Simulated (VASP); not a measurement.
# CoSn (P6/mmm) in VASP: notebook

The runs below take CoSn through single point, with PBEsol.

Program: VASP 6.6.1. These are calculated values, not measurements. Logs are shortened: lines on timing, memory, paths and dates and some standing lists are left out, and cuts for length are marked.

## (1) The cell of the first run

Symmetry: P6/mmm, No. 191, hexagonal system. Conventional cell: a = 5.220 Å, b = 5.220 Å, c = 4.168 Å, α = 90.00°, β = 90.00°, γ = 120.00°. Within 3.4 Å of Co (site symmetry mmm) lie 6 Sn at 2.57 to 2.61 Å and 4 Co at 2.61 Å. Sn (site symmetry -6m2) has 6 Co at 2.57 Å and 3 Sn at 3.01 Å within 3.4 Å. Within 3.4 Å of Sn (site symmetry 6/mmm) lie 6 Co at 2.61 Å.

## (2) Single point, PBEsol

Contents of INCAR:

```
SYSTEM = CoSn
  PREC = Accurate
  ENCUT = 520
  EDIFF = 1E-7
  ISMEAR = 0
  SIGMA = 0.15
  LREAL = .False.
  LASPH = .True.
  NELM = 60
  ALGO = Fast
  ISIF = 2
  LWAVE = .False.
  LCHARG = .True.
  GGA = PS
  LELF = .True.
  LVHAR = .True.
  NBANDS = 44
```

Contents of KPOINTS:

```
Automatic mesh
0
Gamma
  6 6 8
  0 0 0
```

Contents of POSCAR:

```
CoSn
1.0
    5.2197158197      0.0000000000      0.0000000000
   -2.6098579099      4.5204065004      0.0000000000
    0.0000000000      0.0000000000      4.1684718869
Co Sn
3 3
Direct
    0.0000000000      0.5000000000      0.0000000000
    0.5000000000      0.5000000000      0.0000000000
    0.5000000000      0.0000000000      0.0000000000
    0.6666666667      0.3333333333      0.5000000000
    0.3333333333      0.6666666667      0.5000000000
    0.0000000000      0.0000000000      0.0000000000
```

Potentials or basis: VASP PAW PBE potentials, release 64 (Co, Sn_d).

On the command line:

```sh
$ cat potpaw_PBE.64/Co/POTCAR potpaw_PBE.64/Sn_d/POTCAR > POTCAR
$ mpirun -np 1 vasp_std > vasp.out
```

OUTCAR:

```text
SYSTEM = CoSn
   PREC = Accurate
   ENCUT = 520
   EDIFF = 1E-7
   ISMEAR = 0
   LREAL = .False.
   LASPH = .True.
   NELM = 60
   ISIF = 2
   GGA = PS

 ion  position               nearest neighbor table
   1  0.000  0.500  0.000-   4 2.57   5 2.57   4 2.57   5 2.57   3 2.61   3 2.61   2 2.61   2 2.61
                             6 2.61   6 2.61
   2  0.500  0.500  0.000-   4 2.57   5 2.57   4 2.57   5 2.57   6 2.61   6 2.61   1 2.61   1 2.61
                             3 2.61   3 2.61
   3  0.500  0.000  0.000-   4 2.57   5 2.57   4 2.57   5 2.57   1 2.61   1 2.61   6 2.61   6 2.61
                             2 2.61   2 2.61
   4  0.667  0.333  0.500-   1 2.57   1 2.57   3 2.57   3 2.57   2 2.57   2 2.57   5 3.01   5 3.01
                             5 3.01   6 3.66   6 3.66   6 3.66   6 3.66   6 3.66   6 3.66
   5  0.333  0.667  0.500-   1 2.57   1 2.57   3 2.57   3 2.57   2 2.57   2 2.57   4 3.01   4 3.01
                             4 3.01   6 3.66   6 3.66   6 3.66   6 3.66   6 3.66   6 3.66
   6  0.000  0.000  0.000-   2 2.61   2 2.61   3 2.61   3 2.61   1 2.61   1 2.61   5 3.66   4 3.66
                             5 3.66   4 3.66   4 3.66   5 3.66   5 3.66   4 3.66   5 3.66   5 3.66

  LATTYP: Found a hexagonal cell.
 ALAT       =     5.2197158197
 C/A-ratio  =     0.7986013091

  Lattice vectors:

 A1 = (   5.2197158197,   0.0000000000,   0.0000000000)
 A2 = (  -2.6098579099,   4.5204065004,   0.0000000000)
 A3 = (   0.0000000000,   0.0000000000,   4.1684718869)

Analysis of symmetry for initial positions (statically):
=====================================================================
 Subroutine PRICEL returns:
 Original cell was already a primitive cell.

 Routine SETGRP: Setting up the symmetry group for a
 hexagonal supercell.

 Subroutine GETGRP returns: Found 24 space group operations
 (whereof 24 operations were pure point group operations)
 out of a pool of 24 trial point group operations.

The static configuration has the point symmetry D_6h.

Analysis of symmetry for dynamics (positions and initial velocities):
=====================================================================
 Subroutine PRICEL returns:
 Original cell was already a primitive cell.

 Routine SETGRP: Setting up the symmetry group for a
 hexagonal supercell.

 Subroutine GETGRP returns: Found 24 space group operations
 (whereof 24 operations were pure point group operations)
 out of a pool of 24 trial point group operations.

The dynamic configuration has the point symmetry D_6h.

 Subroutine INISYM returns: Found 24 space group operations
 (whereof 24 operations are pure point group operations),
 and found     1 'primitive' translations

----------------------------------------------------------------------------------------

                                     Primitive cell

  volume of cell :      98.3561

  direct lattice vectors                    reciprocal lattice vectors
     5.219715820  0.000000000  0.000000000     0.191581311  0.110609522  0.000000000
    -2.609857910  4.520406500  0.000000000     0.000000000  0.221219043  0.000000000
     0.000000000  0.000000000  4.168471887     0.000000000  0.000000000  0.239896064

  length of vectors
     5.219715820  5.219715820  4.168471887     0.221219043  0.221219043  0.239896064

  position of ions in fractional coordinates (direct lattice)
     0.000000000  0.500000000  0.000000000
     0.500000000  0.500000000  0.000000000
     0.500000000  0.000000000  0.000000000
     0.666666667  0.333333333  0.500000000
     0.333333333  0.666666667  0.500000000
     0.000000000  0.000000000  0.000000000

  ion indices of the primitive-cell ions
   primitive index   ion index
                 1           1
                 2           2
                 3           3
                 4           4
                 5           5
                 6           6

----------------------------------------------------------------------------------------

 KPOINTS: Automatic mesh

Automatic generation of k-mesh.
 Grid dimensions read from file:
 generate k-points for:    6    6    8

 Generating k-lattice:

  Cartesian coordinates                     Fractional coordinates (reciprocal lattice)
     0.031930219  0.018434920  0.000000000     0.166666667  0.000000000  0.000000000
     0.000000000  0.036869841  0.000000000     0.000000000  0.166666667  0.000000000
     0.000000000  0.000000000  0.029987008     0.000000000  0.000000000  0.125000000

  Length of vectors
     0.036869841  0.036869841  0.029987008

  Shift w.r.t. Gamma in fractional coordinates (k-lattice)
     0.000000000  0.000000000  0.000000000

 Subroutine IBZKPT returns following result:
 ===========================================

 Found     35 irreducible k-points:

 Following reciprocal coordinates:
            Coordinates               Weight
  0.000000  0.000000  0.000000      1.000000
  0.166667 -0.000000  0.000000      6.000000
  0.333333  0.000000  0.000000      6.000000
  0.500000 -0.000000  0.000000      3.000000
  0.166667  0.166667  0.000000      6.000000
  0.333333  0.166667  0.000000     12.000000
[... 16 lines left out ...]
  0.166667 -0.000000  0.375000     12.000000
  0.333333  0.000000  0.375000     12.000000
 [... further k-points ...]
   k-points           NKPTS =     35   k-points in BZ     NKDIM =     35   number of bands    NBANDS=     44
   number of dos      NEDOS =    301   number of ions     NIONS =      6
   total plane-waves  NPLWV =  51200
   dimension x,y,z NGX =    40 NGY =   40 NGZ =   32
   dimension x,y,z NGXF=    80 NGYF=   80 NGZF=   64
   ions per type =               3   3
   NGX,Y,Z   is equivalent  to a cutoff of  12.74, 12.74, 12.76 a.u.
   NGXF,Y,Z  is equivalent  to a cutoff of  25.48, 25.48, 25.52 a.u.
 SYSTEM =  CoSn
   PREC   = accura    normal or accurate (medium, high low for compatibility)
   ISTART =      0    job   : 0-new  1-cont  2-samecut
   ICHARG =      2    charge: 1-file 2-atom 10-const
   ISPIN  =      1    spin polarized calculation?
   LNONCOLLINEAR =      F non collinear calculations
   LSORBIT =      F    spin-orbit coupling
   LASPH  =      T    aspherical Exc in radial PAW
   ENCUT  =  520.0 eV  38.22 Ry    6.18 a.u.   9.71  9.71  7.75*2*pi/ulx,y,z
   NELM   =     60;   NELMIN=  2; NELMDL= -5     # of ELM steps
   EDIFF  = 0.1E-06   stopping-criterion for ELM
   LREAL  =      F    real-space projection
   EDIFFG = 0.1E-05   stopping-criterion for IOM
   NSW    =      0    number of steps for IOM
   IBRION =     -1    ionic relax: 0-MD 1-quasi-New 2-CG
   NFREE  =      0    steps in history (QN), initial steepest desc. (CG)
   ISIF   =      2    stress and relaxation
   ISYM   =      2    0-nonsym 1-usesym 2-fastsym
   POTIM  = 0.5000    time-step for ionic-motion
   TEBEG  =    0.0;   TEEND  =   0.0 temperature during run
   PSTRESS=    0.0 pullay stress
   NELECT =      69.0000    total number of electrons
   NUPDOWN=      -1.0000    fix difference up-down
   EMIN   =  10.00;   EMAX   =-10.00  energy-range for DOS
   EFERMI =   0.00;   METHOD = LEGACY
   ISMEAR =     0;   SIGMA  =   0.15  broadening in eV -4-tet -1-fermi 0-gaus
   EFERMI_NEDOS =   21; number of points for ismear=-14 and -15
   IALGO  =     68    algorithm
   IMIX   =      4    mixing-type and parameters
     AMIX     =   0.40;   BMIX     =  1.00
     AMIX_MAG =   1.60;   BMIX_MAG =  1.00
  volume/ion in A,a.u.               =      16.39       110.62
  Fermi-wavevector in a.u.,A,eV,Ry     =   1.454646  2.748883 28.789878  2.115996
  Thomas-Fermi vector in A             =   2.571773
   LORBIT       =      0    0 simple, 1 ext, 2 COOP (PROOUT), +10 PAW based schemes
   GGA     = PS    functional components
   LHFCALC =     F    Hartree Fock is set to
   AEXX    =    0.0000 exact exchange contribution
   IVDW    =     0    specifies the selected vdW correction
   LEPSILON=     F    determine dielectric tensor
   LRPA    =     F    only Hartree local field effects (RPA)
 non-spin polarized calculation
 RMM-DIIS sequential band-by-band and
 Gauss-broadening in eV      SIGMA  =   0.15
  energy-cutoff  :      520.00
  volume of cell :       98.36
 maximum number of plane-waves:      2674
 NGX is ok and might be reduce to    40
   NGX = 19   NGY = 19   NGZ = 15

 number of electron      68.9999995 magnetization

 Free energy of the ion-electron system (eV)
  ---------------------------------------------------
  ext. energy  EPLUGINS =         0.00000000
  ---------------------------------------------------
  free energy    TOTEN  =       -36.99014861 eV

  energy without entropy =      -36.95642241  energy(sigma->0) =      -36.97328551

 E-fermi :  10.1953     XC(G=0): -12.0956

 val. band max:       10.1669020164   @ k =   0.3333   0.0000   0.1250
 cond. band min:      10.2303376904   @ k =   0.5000  -0.0000   0.2500
 fundamental gap:      0.0634356740
 Fermi energy:        10.1953157139

 k-point     1 :       0.0000    0.0000    0.0000
  band No.  band energies     occupation
      1     -11.2000      2.00000
      2     -11.0853      2.00000
      3     -11.0853      2.00000
      4     -11.0851      2.00000
      5     -11.0851      2.00000
      6     -10.9979      2.00000
[... 36 lines left out ...]
     43      16.3342      0.00000
     44      16.9074      0.00000

 k-point     2 :       0.1667   -0.0000    0.0000
  band No.  band energies     occupation
      1     -11.1972      2.00000
      2     -11.1078      2.00000
      3     -11.0998      2.00000
      4     -11.0893      2.00000
      5     -11.0858      2.00000
      6     -11.0121      2.00000
[... 36 lines left out ...]
     43      15.3983      0.00000
     44      15.9948      0.00000

 k-point     3 :       0.3333    0.0000    0.0000
  band No.  band energies     occupation
      1     -11.1923      2.00000
      2     -11.1406      2.00000
      3     -11.1276      2.00000
      4     -11.0965      2.00000
      5     -11.0816      2.00000
      6     -11.0170      2.00000
[... 36 lines left out ...]
     43      15.0485      0.00000
     44      15.6955      0.00000

 k-point     4 :       0.5000   -0.0000    0.0000
  band No.  band energies     occupation
      1     -11.1904      2.00000
      2     -11.1538      2.00000
      3     -11.1398      2.00000
      4     -11.0998      2.00000
      5     -11.0765      2.00000
      6     -11.0165      2.00000
[... 882 lines left out ...]
     43      14.6698      0.00000
     44      14.6698      0.00000

 k-point    23 :       0.1667   -0.0000    0.3750
  band No.  band energies     occupation
      1     -11.1801      2.00000
      2     -11.1213      2.00000
      3     -11.1179      2.00000
      4     -11.0739      2.00000
      5     -11.0702      2.00000
      6     -11.0239      2.00000
[... 36 lines left out ...]
     43      15.1092      0.00000
     44      15.7868      0.00000

 k-point    24 :       0.3333    0.0000    0.3750
  band No.  band energies     occupation
      1     -11.1770      2.00000
      2     -11.1507      2.00000
      3     -11.1340      2.00000
      4     -11.0738      2.00000
      5     -11.0722      2.00000
      6     -11.0123      2.00000
[... 36 lines left out ...]
     43      16.3516      0.00000
     44      17.7128      0.00000

 [... further k-points ...]
[... 5 lines left out ...]
  --------------------------------------------------------------------------------------
  -------------------------------------------------------------------------------------
  Total       -0.0583966     -0.0583966      0.0143742      0.0000000      0.0000000      0.0000000
  in kB       -0.9512556     -0.9512556      0.2341497      0.0000000      0.0000000      0.0000000
  external PRESSURE =      -0.5561205 kB  Pullay stress =       0.0000000 kB

 VOLUME and BASIS-vectors are now :
 -----------------------------------------------------------------------------
  energy-cutoff  :      520.00
  volume of cell :       98.36
      direct lattice vectors                 reciprocal lattice vectors
     5.219715820  0.000000000  0.000000000     0.191581311  0.110609522  0.000000000
    -2.609857910  4.520406500  0.000000000     0.000000000  0.221219043  0.000000000
     0.000000000  0.000000000  4.168471887     0.000000000  0.000000000  0.239896064

 POSITION                                       TOTAL-FORCE (eV/Angst)
 -----------------------------------------------------------------------------------
     -1.30493      2.26020      0.00000         0.000000      0.000000      0.000000
      1.30493      2.26020      0.00000         0.000000      0.000000      0.000000
      2.60986      0.00000      0.00000         0.000000      0.000000      0.000000
      2.60986      1.50680      2.08424        -0.000000      0.000000     -0.000000
     -0.00000      3.01360      2.08424         0.000000      0.000000      0.000000
      0.00000      0.00000      0.00000         0.000000      0.000000      0.000000
 -----------------------------------------------------------------------------------
    total drift:                               -0.000000      0.000000     -0.000000

  FREE ENERGIE OF THE ION-ELECTRON SYSTEM (eV)
  ---------------------------------------------------
  free  energy   TOTEN  =       -36.9901486112 eV

  energy  without entropy=      -36.9564224135  energy(sigma->0) =      -36.97328551
```

It took 3.5 min on 1 thread of Intel Xeon Platinum 8488C (Sapphire Rapids), shared host; peak memory 0.29 GiB.

What came out:

| Item | Value |
| --- | --- |
| Free energy | -36.9901 eV |
| Pressure | -0.1 GPa |
| Band gap on the k mesh | zero (an odd number of electrons rules out a gap without spin polarisation) |

Stress tensor (GPa, compression positive):
```
-0.10  0.00  0.00
 0.00 -0.10  0.00
 0.00  0.00  0.02
```

Caveat: the PAW data sets were made with another functional, which shifts forces and pressure a little; spin-orbit coupling is left out, which moves the levels of the heavy elements; the run has no spin polarisation, though such a crystal can be magnetic.

## (3) Single point, PBEsol

Contents of INCAR:

```
SYSTEM = CoSn
ALGO = Fast
EDIFF = 1E-7
ENCUT = 520
GGA = PS
ISIF = 2
ISMEAR = 0
LASPH = .True.
LCHARG = .True.
LELF = .True.
LREAL = .False.
LVHAR = .True.
LWAVE = .False.
NBANDS = 44
NELM = 80
PREC = Accurate
SIGMA = 0.1
```

Contents of KPOINTS:

```
k-points
0
Gamma
  12 12 8
  0 0 0
```

Edit POSCAR of step 2 so:

```diff
@@ -2,5 +2,5 @@
 1.0
-    5.2197158197      0.0000000000      0.0000000000
-   -2.6098579099      4.5204065004      0.0000000000
-    0.0000000000      0.0000000000      4.1684718869
+    5.2197158205      0.0000000000      0.0000000000
+   -2.6098579102      4.5204065011      0.0000000000
+    0.0000000000      0.0000000000      4.1684718863
 Co Sn
```

Potentials or basis: VASP PAW PBE potentials, release 64 (Co, Sn_d).

On the command line:

```sh
$ cat potpaw_PBE.64/Co/POTCAR potpaw_PBE.64/Sn_d/POTCAR > POTCAR
$ mpirun -np 1 vasp_std > vasp.out
```

Wall time 8 min (1 thread of Intel Xeon Platinum 8375C at 2.90GHz (Ice Lake), shared host); peak memory 0.45 GiB.

Results (log left out):

```
Free energy            : -36.9811 eV
Pressure               : -0.1 GPa
Band gap on the k mesh : zero (an odd number of electrons rules out a gap without spin polarisation)
```

Stress tensor (GPa, compression positive):
```
-0.05  0.00  0.00
 0.00 -0.05  0.00
 0.00  0.00 -0.15
```

Levels at points of the mesh, in eV from the Fermi level:
| k point | band 32 | band 33 | band 34 | band 35 | band 36 | band 37 |
| --- | --- | --- | --- | --- | --- | --- |
| (0.00, 0.00, 0.00) | -0.43 | -0.40 | -0.40 | 0.54 | 0.69 | 1.44 |
| (0.50, 0.00, 0.00) | -0.42 | -0.41 | 0.76 | 1.06 | 1.78 | 1.87 |
| (0.00, 0.00, 0.50) | -0.50 | -0.49 | -0.49 | -0.39 | -0.39 | -0.18 |
| (0.50, 0.00, 0.50) | -0.70 | -0.50 | -0.43 | -0.40 | -0.11 | 0.45 |

Caveat: the PAW data sets were made with another functional, which shifts forces and pressure a little; spin-orbit coupling is left out, which moves the levels of the heavy elements; the run has no spin polarisation, though such a crystal can be magnetic.

## (4) Single point, PBEsol

Contents of INCAR:

```
SYSTEM = CoSn
ALGO = Fast
EDIFF = 1E-7
ENCUT = 520
GGA = PS
ISIF = 2
ISMEAR = 0
LASPH = .TRUE.
LCHARG = .FALSE.
LREAL = .FALSE.
LWAVE = .FALSE.
NBANDS = 44
NELM = 80
PREC = Accurate
SIGMA = 0.15
```

Contents of KPOINTS:

```
k-points
0
G
  12 12 12
  0 0 0
```

Edit POSCAR of step 3 so:

```diff
@@ -2,5 +2,5 @@
 1.0
-    5.2197158205      0.0000000000      0.0000000000
-   -2.6098579102      4.5204065011      0.0000000000
-    0.0000000000      0.0000000000      4.1684718863
+    5.2197158240      0.0000000000      0.0000000000
+   -2.6098579120      4.5204065041      0.0000000000
+    0.0000000000      0.0000000000      4.1684718855
 Co Sn
```

On the command line:

```sh
$ cat potpaw_PBE.64/Co/POTCAR potpaw_PBE.64/Sn_d/POTCAR > POTCAR
$ mpirun -np 1 vasp_std > vasp.out
```

Wall time 11 min (1 thread of Intel Xeon Platinum 8259CL at 2.50GHz (Skylake/Cascade Lake), shared host); peak memory 0.55 GiB.

Results (log left out):

| Quantity | Value |
| --- | --- |
| Free energy | -36.9808 eV |
| Pressure | 0.0 GPa |
| Band gap on the k mesh | zero (an odd number of electrons rules out a gap without spin polarisation) |

Stress tensor (GPa, compression positive):
```
-0.08  0.00  0.00
 0.00 -0.08  0.00
 0.00  0.00  0.11
```

Levels at points of the mesh, in eV from the Fermi level:
```
           k point  band 31  band 32  band 33  band 34  band 35  band 36  band 37  band 38
(0.00, 0.00, 0.00)    -0.47    -0.47    -0.43    -0.43     0.50     0.66     1.41     1.41
(0.50, 0.00, 0.00)    -0.68    -0.46    -0.44     0.72     1.03     1.75     1.84     2.65
(0.00, 0.00, 0.50)    -0.99    -0.54    -0.52    -0.52    -0.42    -0.42    -0.20     0.50
(0.50, 0.00, 0.50)    -1.01    -0.73    -0.53    -0.46    -0.44    -0.14     0.42     1.29
```

Caveat: the PAW data sets were made with another functional, which shifts forces and pressure a little; spin-orbit coupling is left out, which moves the levels of the heavy elements; the run has no spin polarisation, though such a crystal can be magnetic. Spin polarisation is off, so any magnetic state and its effect on volume and gap are missing.

## (5) Overview

```csv
k mesh,smearing,gap on the mesh (eV),pressure (GPa)
6 × 6 × 8,gaussian 0.15 eV,none,-0.1
12 × 12 × 8,gaussian 0.1 eV,none,-0.1
12 × 12 × 12,gaussian 0.15 eV,none,0.0
```

Alike in all rows: task single point; level PBEsol; potentials or basis VASP PAW PBE potentials, release 64 (Co, Sn_d); no spin polarisation; cell a = 5.220, b = 5.220, c = 4.168 Å, angles 90.0, 90.0, 120.0°, 6 atoms; cutoff (eV) 520.

Caveats: the PAW data sets were made with another functional, which shifts forces and pressure a little; spin-orbit coupling is left out, which moves the levels of the heavy elements; the run has no spin polarisation, though such a crystal can be magnetic.

Total energies depend on the potentials used, so only differences within one code and one set of settings carry meaning.
